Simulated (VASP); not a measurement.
# BeS (F-43m) in VASP: notebook

Runs on BeS. Level: LDA. Tasks: vibrations by perturbation theory.

Everything below comes from runs of VASP 6.6.1. Logs are shortened: lines on timing, memory, paths and dates and some standing lists are left out, and cuts for length are marked.

### 1 The cell of the first run

It takes space group F-43m (No. 216, cubic). Conventional cell: a = 4.766 Å, b = 4.766 Å, c = 4.766 Å, α = 90.00°, β = 90.00°, γ = 90.00°. Within 2.7 Å of Be (site symmetry -43m) lie 4 S at 2.06 Å. Within 2.7 Å of S (site symmetry -43m) lie 4 Be at 2.06 Å.

### 2 Vibrations by perturbation theory, LDA

The input, INCAR:

```
SYSTEM = BeS
  PREC = Accurate
  ENCUT = 520
  EDIFF = 1E-8
  ISMEAR = 0
  SIGMA = 0.01
  LREAL = .FALSE.
  LASPH = .TRUE.
  NELM = 80
  ALGO = Normal
  ISIF = 2
  LWAVE = .FALSE.
  LCHARG = .FALSE.
  GGA = CA
  NBANDS = 11
  IBRION = 8
  NSW = 1
```

The input, KPOINTS:

```
regular mesh
0
G
  8 8 8
  0 0 0
```

The input, POSCAR:

```
BeS
1.0
    2.3829713104      2.3829713104      0.0000000000
   -2.3829713104      2.3829713104      0.0000000000
    0.0000000000      2.3829713104      2.3829713104
Be S
1 1
Direct
    0.0000000000      0.0000000000      0.0000000000
    0.7500000000      0.2500000000      0.5000000000
```

Potentials or basis: VASP PAW LDA potentials, release 64 (Be, S).

Started as:

```bash
cat potpaw_LDA.64/Be/POTCAR potpaw_LDA.64/S/POTCAR > POTCAR
mpirun -np 1 vasp_std > vasp.out
```

OUTCAR:

```text
SYSTEM = BeS
   PREC = Accurate
   ENCUT = 520
   EDIFF = 1E-8
   ISMEAR = 0
   LREAL = .FALSE.
   LASPH = .TRUE.
   NELM = 80
   ISIF = 2
   GGA = CA
   IBRION = 8
   NSW = 1

 ion  position               nearest neighbor table
   1  0.000  0.000  0.000-   2 2.06   2 2.06   2 2.06   2 2.06
   2  0.750  0.250  0.500-   1 2.06   1 2.06   1 2.06   1 2.06

  LATTYP: Found a face centered cubic cell.
 ALAT       =     4.7659426208

  Lattice vectors:

 A1 = (   0.0000000000,   2.3829713104,   2.3829713104)
 A2 = (   2.3829713104,   0.0000000000,   2.3829713104)
 A3 = (   2.3829713104,   2.3829713104,   0.0000000000)

Analysis of symmetry for initial positions (statically):
=====================================================================
 Subroutine PRICEL returns:
 Original cell was already a primitive cell.

 Routine SETGRP: Setting up the symmetry group for a
 face centered cubic supercell.

 Subroutine GETGRP returns: Found 24 space group operations
 (whereof 24 operations were pure point group operations)
 out of a pool of 48 trial point group operations.

The static configuration has the point symmetry T_d .

Analysis of symmetry for dynamics (positions and initial velocities):
=====================================================================
 Subroutine PRICEL returns:
 Original cell was already a primitive cell.

 Routine SETGRP: Setting up the symmetry group for a
 face centered cubic supercell.

 Subroutine GETGRP returns: Found 24 space group operations
 (whereof 24 operations were pure point group operations)
 out of a pool of 48 trial point group operations.

The dynamic configuration has the point symmetry T_d .

 Subroutine INISYM returns: Found 24 space group operations
 (whereof 24 operations are pure point group operations),
 and found     1 'primitive' translations

----------------------------------------------------------------------------------------

                                     Primitive cell

  volume of cell :      27.0637

  direct lattice vectors                    reciprocal lattice vectors
     2.382971310  2.382971310  0.000000000     0.209822081  0.209822081 -0.209822081
    -2.382971310  2.382971310  0.000000000    -0.209822081  0.209822081 -0.209822081
     0.000000000  2.382971310  2.382971310     0.000000000  0.000000000  0.419644163

  length of vectors
     3.370030346  3.370030346  3.370030346     0.363422505  0.363422505  0.419644163

  position of ions in fractional coordinates (direct lattice)
     0.000000000  0.000000000  0.000000000
     0.750000000  0.250000000  0.500000000

  ion indices of the primitive-cell ions
   primitive index   ion index
                 1           1
                 2           2

----------------------------------------------------------------------------------------

 KPOINTS: regular mesh

Automatic generation of k-mesh.
 Grid dimensions read from file:
 generate k-points for:    8    8    8

 Generating k-lattice:

  Cartesian coordinates                     Fractional coordinates (reciprocal lattice)
     0.026227760  0.026227760 -0.026227760     0.125000000  0.000000000  0.000000000
    -0.026227760  0.026227760 -0.026227760     0.000000000  0.125000000  0.000000000
     0.000000000  0.000000000  0.052455520     0.000000000  0.000000000  0.125000000

  Length of vectors
     0.045427813  0.045427813  0.052455520

  Shift w.r.t. Gamma in fractional coordinates (k-lattice)
     0.000000000  0.000000000  0.000000000

 Subroutine IBZKPT returns following result:
 ===========================================

 Found     29 irreducible k-points:

 Following reciprocal coordinates:
            Coordinates               Weight
  0.000000  0.000000  0.000000      1.000000
  0.125000  0.000000  0.000000      8.000000
  0.250000  0.000000  0.000000      8.000000
  0.375000  0.000000  0.000000      8.000000
  0.500000  0.000000  0.000000      4.000000
  0.125000  0.125000  0.000000     12.000000
[... 16 lines left out ...]
  0.375000  0.250000  0.125000     48.000000
  0.500000  0.250000  0.125000     24.000000
 [... further k-points ...]
   k-points           NKPTS =     29   k-points in BZ     NKDIM =     29   number of bands    NBANDS=     11
   number of dos      NEDOS =    301   number of ions     NIONS =      2
   total plane-waves  NPLWV =  21952
   dimension x,y,z NGX =    28 NGY =   28 NGZ =   28
   dimension x,y,z NGXF=    56 NGYF=   56 NGZF=   56
   ions per type =               1   1
   NGX,Y,Z   is equivalent  to a cutoff of  13.81, 13.81, 13.81 a.u.
   NGXF,Y,Z  is equivalent  to a cutoff of  27.63, 27.63, 27.63 a.u.
 SYSTEM =  BeS
   PREC   = accura    normal or accurate (medium, high low for compatibility)
   ISTART =      0    job   : 0-new  1-cont  2-samecut
   ICHARG =      2    charge: 1-file 2-atom 10-const
   ISPIN  =      1    spin polarized calculation?
   LNONCOLLINEAR =      F non collinear calculations
   LSORBIT =      F    spin-orbit coupling
   LASPH  =      T    aspherical Exc in radial PAW
   ENCUT  =  520.0 eV  38.22 Ry    6.18 a.u.   6.27  6.27  6.27*2*pi/ulx,y,z
   NELM   =     80;   NELMIN=  2; NELMDL= -5     # of ELM steps
   EDIFF  = 0.1E-07   stopping-criterion for ELM
   LREAL  =      F    real-space projection
   EDIFFG = 0.1E-06   stopping-criterion for IOM
   NSW    =      1    number of steps for IOM
   IBRION =      8    ionic relax: 0-MD 1-quasi-New 2-CG
   NFREE  =      0    steps in history (QN), initial steepest desc. (CG)
   ISIF   =      2    stress and relaxation
   ISYM   =      2    0-nonsym 1-usesym 2-fastsym
   POTIM  = 0.5000    time-step for ionic-motion
   TEBEG  =    0.0;   TEEND  =   0.0 temperature during run
   PSTRESS=    0.0 pullay stress
   NELECT =       8.0000    total number of electrons
   NUPDOWN=      -1.0000    fix difference up-down
   EMIN   =  10.00;   EMAX   =-10.00  energy-range for DOS
   EFERMI =   0.00;   METHOD = LEGACY
   ISMEAR =     0;   SIGMA  =   0.01  broadening in eV -4-tet -1-fermi 0-gaus
   EFERMI_NEDOS =   21; number of points for ismear=-14 and -15
   IALGO  =     38    algorithm
   IMIX   =      4    mixing-type and parameters
     AMIX     =   0.40;   BMIX     =  1.00
     AMIX_MAG =   1.60;   BMIX_MAG =  1.00
  volume/ion in A,a.u.               =      13.53        91.32
  Fermi-wavevector in a.u.,A,eV,Ry     =   1.090543  2.060827 16.181183  1.189283
  Thomas-Fermi vector in A             =   2.226769
   LORBIT       =      0    0 simple, 1 ext, 2 COOP (PROOUT), +10 PAW based schemes
   GGA     = CA    functional components
   LHFCALC =     F    Hartree Fock is set to
   AEXX    =    0.0000 exact exchange contribution
   IVDW    =     0    specifies the selected vdW correction
   LEPSILON=     F    determine dielectric tensor
   LRPA    =     F    only Hartree local field effects (RPA)
 non-spin polarized calculation
 Gauss-broadening in eV      SIGMA  =   0.01
  energy-cutoff  :      520.00
  volume of cell :       27.06
 maximum number of plane-waves:       745
 NGX is ok and might be reduce to    28
   NGX = 13   NGY = 13   NGZ = 13

--------------------------------------- Ionic step        1  -------------------------------------------

 number of electron       8.0000001 magnetization

 Free energy of the ion-electron system (eV)
  ---------------------------------------------------
  ext. energy  EPLUGINS =         0.00000000
  ---------------------------------------------------
  free energy    TOTEN  =       -11.13881758 eV

  energy without entropy =      -11.13881758  energy(sigma->0) =      -11.13881758

 E-fermi :   4.7308     XC(G=0): -10.1994

 val. band max:        4.5876861241   @ k =   0.0000   0.0000   0.0000
 cond. band min:       7.3745279828   @ k =   0.5000   0.5000   0.0000
 fundamental gap:      2.7868418587
 Fermi energy:         4.7307914917

 k-point     1 :       0.0000    0.0000    0.0000
  band No.  band energies     occupation
      1      -9.4309      2.00000
      2       4.5877      2.00000
      3       4.5877      2.00000
      4       4.5877      2.00000
      5      10.1046      0.00000
      6      10.1046      0.00000
      7      10.1046      0.00000
      8      10.7146      0.00000
      9      17.5058      0.00000
     10      17.5058      0.00000
     11      19.6069      0.00000
[... 309 lines left out ...]
 k-point    24 :       0.5000    0.2500    0.1250
  band No.  band energies     occupation
      1      -7.3463      2.00000
      2      -1.0367      2.00000
      3       1.6193      2.00000
      4       2.5790      2.00000
      5      10.4920      0.00000
      6      11.1866      0.00000
      7      13.8638      0.00000
      8      15.2052      0.00000
      9      16.0740      0.00000
     10      20.1356      0.00000
     11      20.7954      0.00000

 [... further k-points ...]
[... 5 lines left out ...]
  --------------------------------------------------------------------------------------
  -------------------------------------------------------------------------------------
  Total        0.3461948      0.3461948      0.3461948      0.0000000     -0.0000000      0.0000000
  in kB       20.4948452     20.4948452     20.4948452      0.0000000     -0.0000000      0.0000000
  external PRESSURE =      20.4948452 kB  Pullay stress =       0.0000000 kB

 VOLUME and BASIS-vectors are now :
 -----------------------------------------------------------------------------
  energy-cutoff  :      520.00
  volume of cell :       27.06
      direct lattice vectors                 reciprocal lattice vectors
     2.382971310  2.382971310  0.000000000     0.209822081  0.209822081 -0.209822081
    -2.382971310  2.382971310  0.000000000    -0.209822081  0.209822081 -0.209822081
     0.000000000  2.382971310  2.382971310     0.000000000  0.000000000  0.419644163

 POSITION                                       TOTAL-FORCE (eV/Angst)
 -----------------------------------------------------------------------------------
      0.00000      0.00000      0.00000        -0.000000     -0.000000      0.000000
      1.19149      3.57446      1.19149         0.000000      0.000000      0.000000
 -----------------------------------------------------------------------------------
    total drift:                               -0.000000      0.000000      0.000000

  FREE ENERGIE OF THE ION-ELECTRON SYSTEM (eV)
  ---------------------------------------------------
  free  energy   TOTEN  =       -11.1388175781 eV

  energy  without entropy=      -11.1388175781  energy(sigma->0) =      -11.13881758

[... ionic steps 2 to 3 ...]

--------------------------------------- Ionic step        4  -------------------------------------------

------------------------ aborting loop because EDIFF is reached ----------------------------------------

[... ionic steps 5 to 6 ...]

--------------------------------------- Ionic step        7  -------------------------------------------

 Free energy of the ion-electron system (eV)
  ---------------------------------------------------
  ---------------------------------------------------
  free energy    TOTEN  =        -0.10083745 eV

  energy without entropy =       -0.10083745

------------------------ aborting loop because EDIFF is reached ----------------------------------------

 INTERNAL STRAIN TENSOR  FOR ION    2  DIRECTION 1   (eV/Angst):
 -----------------------------------------------------------------------------
     0.01383  0.00000  0.00000
     0.00000 -0.01663  5.61657
     0.00000  5.61657 -0.01663

 INTERNAL STRAIN TENSOR FOR ION    2 for displacements in x,y,z  (eV/Angst):
          X           Y           Z          XY          YZ          ZX
  --------------------------------------------------------------------------------
  x     0.00000     0.00000     0.00000    -0.00000     5.61657    -0.00000
  y    -0.00000     0.00000    -0.00000    -0.00000    -0.00000     5.61657
  z     0.00000     0.00000     0.00000     5.61657    -0.00000     0.00000

 SECOND DERIVATIVES (NOT SYMMETRIZED)
 ------------------------------------
               1X          1Y          1Z          2X          2Y          2Z
  1X    -9.519583    0.000000    0.000000    9.519583    0.000000    0.000000
  1Y     0.000000   -9.519583    0.000000    0.000000    9.519583    0.000000
  1Z     0.000000    0.000000   -9.519583    0.000000    0.000000    9.519583
  2X     9.523948    0.000000    0.000000   -9.523948    0.000000    0.000000
  2Y     0.000000    9.523948    0.000000    0.000000   -9.523948    0.000000
  2Z     0.000000    0.000000    9.523948    0.000000    0.000000   -9.523948

 Eigenvectors and eigenvalues of the dynamical matrix
 ----------------------------------------------------

   1 f  =   18.185883 THz   114.265272 2PiTHz  606.615758 cm-1    75.210735 meV
             X         Y         Z           dx          dy          dz
      0.000000  0.000000  0.000000    -0.883468    0.000000    0.000000
      1.191486  3.574457  1.191486     0.468492    0.000000    0.000000
[... 21 lines left out ...]
   6 f/i=    0.001725 THz     0.010839 2PiTHz    0.057543 cm-1     0.007134 meV
             X         Y         Z           dx          dy          dz
      0.000000  0.000000  0.000000     0.000000   -0.468492    0.000000
      1.191486  3.574457  1.191486     0.000000   -0.883468    0.000000

--------------------------------------------------------------------------------------------------------

 ELASTIC MODULI CONTR FROM IONIC RELAXATION (kBar)
 Direction    XX          YY          ZZ          XY          YZ          ZX
 --------------------------------------------------------------------------------
 XX          -0.0000     -0.0000     -0.0000     -0.0000     -0.0000      0.0000
 YY          -0.0000     -0.0000     -0.0000     -0.0000     -0.0000     -0.0000
 ZZ          -0.0000     -0.0000     -0.0000      0.0000     -0.0000      0.0000
 XY          -0.0000     -0.0000      0.0000   -198.0368      0.0000     -0.0000
 YZ          -0.0000     -0.0000     -0.0000      0.0000   -198.0368      0.0000
 ZX           0.0000     -0.0000      0.0000     -0.0000      0.0000   -198.0368
 --------------------------------------------------------------------------------
```

Wall time 96 s (1 thread of AMD EPYC 7R43 (Zen 3), shared host); peak memory 0.16 GiB.

Results:

```yaml
Highest_phonon_frequency_at_Γ_LO-TO_splitting_left_out: 607 cm⁻¹
```

Phonon frequencies in cm⁻¹ (negative: imaginary):
```csv
q point,frequencies
"(0.000, 0.000, 0.000)",0 0 0 607 607 607
```

Caveat: the cell wasn't relaxed at this level first, which shifts response properties.

### 3 Vibrations by perturbation theory, LDA

This run uses another cell than the first one, of 13.30 Å³/atom, 0.983 times its volume.

The input, INCAR:

```
  PREC = Accurate
  ENCUT = 520
  EDIFF = 1E-8
  ISMEAR = 0
  SIGMA = 0.01
  LREAL = False
  LASPH = True
  NELM = 100
  ALGO = Normal
  ISIF = 2
  LWAVE = False
  LCHARG = True
  NBANDS = 11
  IBRION = 8
  NSW = 1
```

The input, KPOINTS:

```
Automatic mesh
0
Gamma
  8 8 8
```

The input, POSCAR:

```
BeS
1.0
    2.3691650403      2.3691650403      0.0000000000
   -2.3691650403      2.3691650403      0.0000000000
    0.0000000000      2.3691650403      2.3691650403
Be S
1 1
Direct
    0.0000000000      0.0000000000      0.0000000000
    0.7500000000      0.2500000000      0.5000000000
```

Potentials or basis: VASP PAW LDA potentials, release 64 (Be, S).

Started as:

```bash
cat potpaw_LDA.64/Be/POTCAR potpaw_LDA.64/S/POTCAR > POTCAR
mpirun -np 1 vasp_std > vasp.out
```

OUTCAR:

```text
PREC = Accurate
   ENCUT = 520
   EDIFF = 1E-8
   ISMEAR = 0
   LREAL = False
   LASPH = True
   NELM = 100
   ISIF = 2
   IBRION = 8
   NSW = 1

 ion  position               nearest neighbor table
   1  0.000  0.000  0.000-   2 2.05   2 2.05   2 2.05   2 2.05
   2  0.750  0.250  0.500-   1 2.05   1 2.05   1 2.05   1 2.05

  LATTYP: Found a face centered cubic cell.
 ALAT       =     4.7383300806

  Lattice vectors:

 A1 = (   0.0000000000,   2.3691650403,   2.3691650403)
 A2 = (   2.3691650403,   0.0000000000,   2.3691650403)
[... 590 lines left out ...]
               1X          1Y          1Z          2X          2Y          2Z
  1X    -9.992888    0.000000   -0.000000    9.992888   -0.000000    0.000000
  1Y    -0.000000   -9.992888    0.000000    0.000000    9.992888   -0.000000
  1Z    -0.000000    0.000000   -9.992888    0.000000   -0.000000    9.992888
  2X     9.997814    0.000000   -0.000000   -9.997814   -0.000000    0.000000
  2Y    -0.000000    9.997814    0.000000    0.000000   -9.997814   -0.000000
  2Z    -0.000000    0.000000    9.997814    0.000000   -0.000000   -9.997814

 Eigenvectors and eigenvalues of the dynamical matrix
 ----------------------------------------------------

   1 f  =   18.632562 THz   117.071842 2PiTHz  621.515378 cm-1    77.058051 meV
             X         Y         Z           dx          dy          dz
      0.000000  0.000000  0.000000     0.000000    0.000000   -0.883464
      1.184583  3.553748  1.184583    -0.000000    0.000000    0.468499
[... 21 lines left out ...]
   6 f/i=    0.001900 THz     0.011940 2PiTHz    0.063385 cm-1     0.007859 meV
             X         Y         Z           dx          dy          dz
      0.000000  0.000000  0.000000     0.224499   -0.402252    0.085347
      1.184583  3.553748  1.184583     0.423346   -0.758541    0.160942

--------------------------------------------------------------------------------------------------------

 ELASTIC MODULI CONTR FROM IONIC RELAXATION (kBar)
 Direction    XX          YY          ZZ          XY          YZ          ZX
 --------------------------------------------------------------------------------
 XX          -0.0000     -0.0000     -0.0000      0.0000      0.0000      0.0000
 YY          -0.0000     -0.0000     -0.0000      0.0000      0.0000      0.0000
 ZZ          -0.0000     -0.0000     -0.0000      0.0000      0.0000      0.0000
 XY           0.0000      0.0000      0.0000   -233.7584     -0.0000     -0.0000
 YZ           0.0000      0.0000      0.0000     -0.0000   -233.7584      0.0000
 ZX           0.0000      0.0000      0.0000     -0.0000      0.0000   -233.7584
 --------------------------------------------------------------------------------
```

Run time: 97 s. Hardware: 1 thread of AMD EPYC 7R43 (Zen 3), shared host; peak memory 0.16 GiB.

Results:

* Highest phonon frequency at Γ, LO-TO splitting left out: 622 cm⁻¹

Phonon frequencies in cm⁻¹ (negative: imaginary):
```csv
q point,frequencies
"(0.000, 0.000, 0.000)",0 0 0 622 622 622
```

Caveat: the cell wasn't relaxed at this level first, which shifts response properties.

(Continued in part 2 of 2.)
